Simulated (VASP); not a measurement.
A run of VASP 6.6.1 is set up as follows.

File INCAR:

```
PREC     = Accurate       # precision mode
ENCUT    = 520            # plane-wave cutoff, eV
EDIFF    = 1E-6           # SCF threshold, eV
ISMEAR   = 0              # smearing method
SIGMA    = 0.1            # smearing width, eV
LREAL    = False          # projectors in reciprocal space
LASPH    = True           # aspherical terms in the spheres
NELM     = 80             # most SCF steps
ALGO     = Fast           # electronic algorithm
ISIF     = 2              # what is computed and relaxed
LWAVE    = False          # write WAVECAR
LCHARG   = False          # write CHGCAR
GGA      = PS             # functional
NBANDS   = 8              # bands
ISYM     = 0
```

The input KPOINTS:

```
Automatic mesh
0
Gamma
  15 15 14
```

File POSCAR:

```
Al
1.0
    2.7704872831      0.0000000000      0.0000000000
   -1.3852436416      2.3993123681      0.0000000000
    1.3852436416      0.7997707894      2.3877812418
Al
1
Direct
    0.0000000000      0.0000000000      0.0000000000
```

Potentials or basis: VASP PAW PBE potentials, release 64 (Al).

Command:

```console
$ cat potpaw_PBE.64/Al/POTCAR > POTCAR
$ mpirun -np 1 vasp_std > vasp.out
```

Task: Predict the pressure.

Result: 2.1 GPa.

Task: Estimate the band gap on the k mesh.

Result: Zero (an odd number of electrons rules out a gap without spin polarisation).

Stress tensor (GPa, compression positive):
```
 3.58  0.11  0.47
 0.11  3.45  0.27
 0.47  0.27 -0.61
```

Caveat: the PAW data sets were made with another functional, which shifts forces and pressure a little.
